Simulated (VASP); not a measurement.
Here is a VASP 6.6.1 calculation.

Contents of INCAR:

```
SYSTEM = Ge
AGGAC = 1.0
AGGAX = 1.0
ALDAC = 0.0
ALDAX = 1.0
ALGO = Normal
EDIFF = 1E-7
EDIFFG = -0.01
ENCUT = 500
GGA = B5
GGA_COMPAT = .False.
IBRION = 2
ISIF = 3
ISMEAR = -1
LASPH = .True.
LCHARG = .False.
LREAL = .False.
LWAVE = .False.
NELM = 120
NELMIN = 4
NSW = 80
PREC = Accurate
SIGMA = 0.1
```

The input KPOINTS:

```
k-points
0
Gamma
  11 11 11
  0 0 0
```

POSCAR

```
Ge
1.0
    2.7491475330      0.0000000000      0.0000000000
    0.0000000000      2.7491475330      0.0000000000
    0.0000000000      0.0000000000      2.7491475330
Ge
1
Direct
    0.0000000000      0.0000000000      0.0000000000
```

Potentials or basis: VASP PAW PBE potentials, release 64 (Ge_d).

Launch:

```bash
$ cat potpaw_PBE.64/Ge_d/POTCAR > POTCAR
$ mpirun -np 1 vasp_std > vasp.out
```

Question: Predict the space group after relaxing (to 0.1 Å).

Answer: Pm-3m (No. 221).

Question: What does it give for the relaxed volume?

Answer: 21.95 Å³/atom.

Question: Predict the band gap on the k mesh.

Answer: Zero (bands 7 and 8 overlap by 7.93 eV).

Final structure:
```cif
data_structure
_symmetry_space_group_name_H-M 'P 1'
_symmetry_Int_Tables_number 1
_cell_length_a 2.7999
_cell_length_b 2.7999
_cell_length_c 2.7999
_cell_angle_alpha 90.000
_cell_angle_beta 90.000
_cell_angle_gamma 90.000
_cell_volume 21.95
loop_
_atom_site_label
_atom_site_type_symbol
_atom_site_fract_x
_atom_site_fract_y
_atom_site_fract_z
_atom_site_occupancy
Ge1 Ge 0.00000 0.00000 0.00000 1
```

Caveat: the PAW data sets were made with another functional, which shifts forces and pressure a little.
